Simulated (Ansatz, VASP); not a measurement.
# One calculation of Cu, two programs

```
CELL_PARAMETERS angstrom
0.00000 2.08239 4.50664
1.27996 0.00000 4.50664
1.27996 2.08239 0.00000
ATOMIC_POSITIONS crystal
Cu 0.13251 0.13251 0.86749
Cu 0.86749 0.86749 0.13251
```

Alike in both runs: functional r2SCAN; k mesh 8 × 8 × 8; occupations gaussian, width 0.1 eV; no spin polarisation.

Ansatz relaxed the structure, and its values are those at the end. VASP's run is a single point on that final structure, the one shown.

```csv
,VASP,Ansatz
version,VASP 6.6.1,Ansatz 0.2.0
potentials or method,"VASP PAW PBE potentials, release 64 (Cu), cutoff 520 eV","scalar-relativistic, plane waves, PAW"
valence electrons in the cell,22,38
```

```tsv
	VASP	Ansatz	Ansatz less VASP
gap on the k mesh at the Fermi level (eV)	none	none	-
pressure (GPa)	0.6	0.0	-0.58
rms of the force components (eV/Å)	0.004	0.001	-0.0028
```

VASP's potentials were made for PBE, not for r2SCAN. A gap of «none» marks a metal or a gap that the smearing closes. VASP's potentials hold 22 valence electrons a cell and Ansatz's 38, so a difference there can come from the potentials and not from the codes.

The k mesh is coarse, so the values compare programs but aren't converged.
